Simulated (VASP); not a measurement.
# Ba (Im-3m) in VASP: a series of runs, part 4 of 4

VASP 6.6.1.

## 7. Single point, PBE

This run uses another cell than the first one, of 62.99 Å³/atom, 1.031 times its volume.

INCAR reads:

```
SYSTEM = Ba
PREC     = Accurate       ! precision mode
ENCUT    = 500            ! plane-wave cutoff, eV
EDIFF    = 1E-6           ! SCF threshold, eV
ISMEAR   = 0              ! smearing method
SIGMA    = 0.1            ! smearing width, eV
LREAL    = .False.        ! projectors in reciprocal space
LASPH    = .True.         ! aspherical terms in the spheres
NELM     = 120            ! most SCF steps
ALGO     = Normal         ! electronic algorithm
ISIF     = 2              ! what is computed and relaxed
LWAVE    = .False.        ! write WAVECAR
LCHARG   = .True.         ! write CHGCAR
GGA      = PE             ! functional
LELF     = .True.         ! ELF
LVHAR    = .True.       
NBANDS   = 11             ! bands
GGA_COMPAT= .False.
```

KPOINTS reads:

```
Automatic mesh
0
Gamma
  6 6 6
  0 0 0
```

POSCAR reads:

```
Ba
1.0
   -2.5065000000      2.5065000000      2.5065000000
    2.5065000000     -2.5065000000      2.5065000000
    2.5065000000      2.5065000000     -2.5065000000
Ba
1
Direct
    0.0000000000      0.0000000000      0.0000000000
```

Potentials or basis: VASP PAW PBE potentials, release 64 (Ba_sv).

Started as:

```bash
cat potpaw_PBE.64/Ba_sv/POTCAR > POTCAR
mpirun -np 1 vasp_std > vasp.out
```

OUTCAR:

```text
SYSTEM = Ba
   PREC = Accurate
   ENCUT = 500
   EDIFF = 1E-6
   ISMEAR = 0
   LREAL = .False.
   LASPH = .True.
   NELM = 120
   ISIF = 2
   GGA = PE

 ion  position               nearest neighbor table
   1  0.000  0.000  0.000-

  LATTYP: Found a body centered cubic cell.
 ALAT       =     5.0130000000

  Lattice vectors:

 A1 = (  -2.5065000000,   2.5065000000,   2.5065000000)
 A2 = (   2.5065000000,  -2.5065000000,   2.5065000000)
 A3 = (   2.5065000000,   2.5065000000,  -2.5065000000)

Analysis of symmetry for initial positions (statically):
=====================================================================
 Subroutine PRICEL returns:
 Original cell was already a primitive cell.

 Routine SETGRP: Setting up the symmetry group for a
 body centered cubic supercell.

 Subroutine GETGRP returns: Found 48 space group operations
 (whereof 48 operations were pure point group operations)
 out of a pool of 48 trial point group operations.

The static configuration has the point symmetry O_h .

Analysis of symmetry for dynamics (positions and initial velocities):
=====================================================================
 Subroutine PRICEL returns:
 Original cell was already a primitive cell.

 Routine SETGRP: Setting up the symmetry group for a
 body centered cubic supercell.

 Subroutine GETGRP returns: Found 48 space group operations
 (whereof 48 operations were pure point group operations)
 out of a pool of 48 trial point group operations.

The dynamic configuration has the point symmetry O_h .

 Subroutine INISYM returns: Found 48 space group operations
 (whereof 48 operations are pure point group operations),
 and found     1 'primitive' translations

----------------------------------------------------------------------------------------

                                     Primitive cell

  volume of cell :      62.9888

  direct lattice vectors                    reciprocal lattice vectors
    -2.506500000  2.506500000  2.506500000     0.000000000  0.199481348  0.199481348
     2.506500000 -2.506500000  2.506500000     0.199481348  0.000000000  0.199481348
     2.506500000  2.506500000 -2.506500000     0.199481348  0.199481348  0.000000000

  length of vectors
     4.341385349  4.341385349  4.341385349     0.282109228  0.282109228  0.282109228

  position of ions in fractional coordinates (direct lattice)
     0.000000000  0.000000000  0.000000000

  ion indices of the primitive-cell ions
   primitive index   ion index
                 1           1

----------------------------------------------------------------------------------------

 KPOINTS: Automatic mesh

Automatic generation of k-mesh.
 Grid dimensions read from file:
 generate k-points for:    6    6    6

 Generating k-lattice:

  Cartesian coordinates                     Fractional coordinates (reciprocal lattice)
     0.000000000  0.033246891  0.033246891     0.166666667  0.000000000  0.000000000
     0.033246891  0.000000000  0.033246891     0.000000000  0.166666667  0.000000000
     0.033246891  0.033246891  0.000000000     0.000000000  0.000000000  0.166666667

  Length of vectors
     0.047018205  0.047018205  0.047018205

  Shift w.r.t. Gamma in fractional coordinates (k-lattice)
     0.000000000  0.000000000  0.000000000

 Subroutine IBZKPT returns following result:
 ===========================================

 Found     16 irreducible k-points:

 Following reciprocal coordinates:
            Coordinates               Weight
  0.000000  0.000000  0.000000      1.000000
  0.166667  0.000000  0.000000     12.000000
  0.333333  0.000000  0.000000     12.000000
  0.500000  0.000000  0.000000      6.000000
  0.166667  0.166667  0.000000     24.000000
  0.333333  0.166667 -0.000000     48.000000
[... 8 lines left out ...]
  0.500000  0.500000  0.333333     12.000000
  0.500000  0.500000  0.500000      1.000000
   k-points           NKPTS =     16   k-points in BZ     NKDIM =     16   number of bands    NBANDS=     11
   number of dos      NEDOS =    301   number of ions     NIONS =      1
   total plane-waves  NPLWV =  32768
   dimension x,y,z NGX =    32 NGY =   32 NGZ =   32
   dimension x,y,z NGXF=    64 NGYF=   64 NGZF=   64
   ions per type =               1
   NGX,Y,Z   is equivalent  to a cutoff of  12.25, 12.25, 12.25 a.u.
   NGXF,Y,Z  is equivalent  to a cutoff of  24.51, 24.51, 24.51 a.u.
 SYSTEM =  Ba
   PREC   = accura    normal or accurate (medium, high low for compatibility)
   ISTART =      0    job   : 0-new  1-cont  2-samecut
   ICHARG =      2    charge: 1-file 2-atom 10-const
   ISPIN  =      1    spin polarized calculation?
   LNONCOLLINEAR =      F non collinear calculations
   LSORBIT =      F    spin-orbit coupling
   LASPH  =      T    aspherical Exc in radial PAW
   ENCUT  =  500.0 eV  36.75 Ry    6.06 a.u.   7.92  7.92  7.92*2*pi/ulx,y,z
   NELM   =    120;   NELMIN=  2; NELMDL= -5     # of ELM steps
   EDIFF  = 0.1E-05   stopping-criterion for ELM
   LREAL  =      F    real-space projection
   EDIFFG = 0.1E-04   stopping-criterion for IOM
   NSW    =      0    number of steps for IOM
   IBRION =     -1    ionic relax: 0-MD 1-quasi-New 2-CG
   NFREE  =      0    steps in history (QN), initial steepest desc. (CG)
   ISIF   =      2    stress and relaxation
   ISYM   =      2    0-nonsym 1-usesym 2-fastsym
   POTIM  = 0.5000    time-step for ionic-motion
   TEBEG  =    0.0;   TEEND  =   0.0 temperature during run
   PSTRESS=    0.0 pullay stress
   NELECT =      10.0000    total number of electrons
   NUPDOWN=      -1.0000    fix difference up-down
   EMIN   =  10.00;   EMAX   =-10.00  energy-range for DOS
   EFERMI =   0.00;   METHOD = LEGACY
   ISMEAR =     0;   SIGMA  =   0.10  broadening in eV -4-tet -1-fermi 0-gaus
   EFERMI_NEDOS =   21; number of points for ismear=-14 and -15
   IALGO  =     38    algorithm
   IMIX   =      4    mixing-type and parameters
     AMIX     =   0.40;   BMIX     =  1.00
     AMIX_MAG =   1.60;   BMIX_MAG =  1.00
  volume/ion in A,a.u.               =      62.99       425.07
  Fermi-wavevector in a.u.,A,eV,Ry     =   0.886449  1.675146 10.691349  0.785792
  Thomas-Fermi vector in A             =   2.007617
   LORBIT       =      0    0 simple, 1 ext, 2 COOP (PROOUT), +10 PAW based schemes
   GGA     = PE    functional components
   LHFCALC =     F    Hartree Fock is set to
   AEXX    =    0.0000 exact exchange contribution
   IVDW    =     0    specifies the selected vdW correction
   LEPSILON=     F    determine dielectric tensor
   LRPA    =     F    only Hartree local field effects (RPA)
 non-spin polarized calculation
 Gauss-broadening in eV      SIGMA  =   0.10
  energy-cutoff  :      500.00
  volume of cell :       62.99
 maximum number of plane-waves:      1638
   NGX = 15   NGY = 15   NGZ = 15

 number of electron      10.0000000 magnetization

 number of electron       9.9999999 magnetization

 Free energy of the ion-electron system (eV)
  ---------------------------------------------------
  ext. energy  EPLUGINS =         0.00000000
  ---------------------------------------------------
  free energy    TOTEN  =        -1.90345591 eV

  energy without entropy =       -1.89489582  energy(sigma->0) =       -1.89917586

 E-fermi :   1.6769     XC(G=0):  -7.4104

 val. band max:        1.5721825232   @ k =  -0.3333   0.5000   0.1667
 cond. band min:       1.6850760932   @ k =  -0.3333   0.3333   0.3333
 fundamental gap:      0.1128935700
 Fermi energy:         1.6769240652

 k-point     1 :       0.0000    0.0000    0.0000
  band No.  band energies     occupation
      1     -27.2423      2.00000
      2     -12.1914      2.00000
      3     -12.1914      2.00000
      4     -12.1914      2.00000
      5      -1.1042      2.00000
      6       3.4774      0.00000
      7       3.4774      0.00000
      8       3.4774      0.00000
      9       4.8755      0.00000
     10       4.8755      0.00000
     11       8.5820      0.00000
[... 197 lines left out ...]
 k-point    16 :       0.5000    0.5000    0.5000
  band No.  band energies     occupation
      1     -27.1669      2.00000
      2     -12.5103      2.00000
      3     -12.5103      2.00000
      4     -12.5103      2.00000
      5       1.0999      2.00000
      6       1.0999      2.00000
      7       6.0074      0.00000
      8       6.0074      0.00000
      9       6.0074      0.00000
     10       6.3748      0.00000
     11       6.3748      0.00000

------------------------ aborting loop because EDIFF is reached ----------------------------------------

  FORCE on cell =-STRESS in cart. coord.  units (eV):
  Direction    XX          YY          ZZ          XY          YZ          ZX
  --------------------------------------------------------------------------------------
  -------------------------------------------------------------------------------------
  Total        0.0788132      0.0788132      0.0788132      0.0000000     -0.0000000     -0.0000000
  in kB        2.0046868      2.0046868      2.0046868      0.0000000     -0.0000000     -0.0000000
  external PRESSURE =       2.0046868 kB  Pullay stress =       0.0000000 kB

 VOLUME and BASIS-vectors are now :
 -----------------------------------------------------------------------------
  energy-cutoff  :      500.00
  volume of cell :       62.99
      direct lattice vectors                 reciprocal lattice vectors
    -2.506500000  2.506500000  2.506500000     0.000000000  0.199481348  0.199481348
     2.506500000 -2.506500000  2.506500000     0.199481348  0.000000000  0.199481348
     2.506500000  2.506500000 -2.506500000     0.199481348  0.199481348  0.000000000

 POSITION                                       TOTAL-FORCE (eV/Angst)
 -----------------------------------------------------------------------------------
      0.00000      0.00000      0.00000        -0.000000      0.000000     -0.000000
 -----------------------------------------------------------------------------------
    total drift:                                0.000000      0.000000     -0.000000

  FREE ENERGIE OF THE ION-ELECTRON SYSTEM (eV)
  ---------------------------------------------------
  free  energy   TOTEN  =        -1.9034559065 eV

  energy  without entropy=       -1.8948958159  energy(sigma->0) =       -1.89917586
```

It took 12 s on 1 thread of Intel Xeon 8259CL, shared host; peak memory 0.17 GiB.

What came out:

| Item | Value |
| --- | --- |
| Free energy | -1.9035 eV |
| Pressure | 0.2 GPa |
| Band gap on the k mesh | zero (band 5 reaches 1.75 eV, above the bottom of band 6 at 1.10 eV) |

Caveat: spin-orbit coupling is left out, which moves the levels of the heavy elements.

## 8. Summary

| task | cell | k mesh | cutoff (eV) | gap on the mesh (eV) | pressure (GPa) |
| --- | --- | --- | --- | --- | --- |
| single point | a = 4.298 Å, angles 109.5°, 1 atom | 12 × 12 × 12 | 520 | none | 0.4 |
| single point | a = 4.341 Å, angles 109.5°, 1 atom | 12 × 12 × 12 | 520 | none | 0.1 |
| single point | a = 4.384 Å, angles 109.5°, 1 atom | 12 × 12 × 12 | 520 | none | -0.2 |
| single point | a = 4.427 Å, angles 109.5°, 1 atom | 12 × 12 × 12 | 520 | none | -0.4 |
| relaxation of cell and atoms | relaxed from a = 4.341 Å, angles 109.5°, 1 atom | 12 × 12 × 12 | 600 | none | 0.0 |
| single point | a = 4.341 Å, angles 109.5°, 1 atom | 6 × 6 × 6 | 500 | none | 0.2 |

Alike in all rows: level PBE; potentials or basis VASP PAW PBE potentials, release 64 (Ba_sv); no spin polarisation; smearing gaussian 0.1 eV.

Caveats: spin-orbit coupling is left out, which moves the levels of the heavy elements.

Total energies depend on the potentials used, so only differences within one code and one set of settings carry meaning.
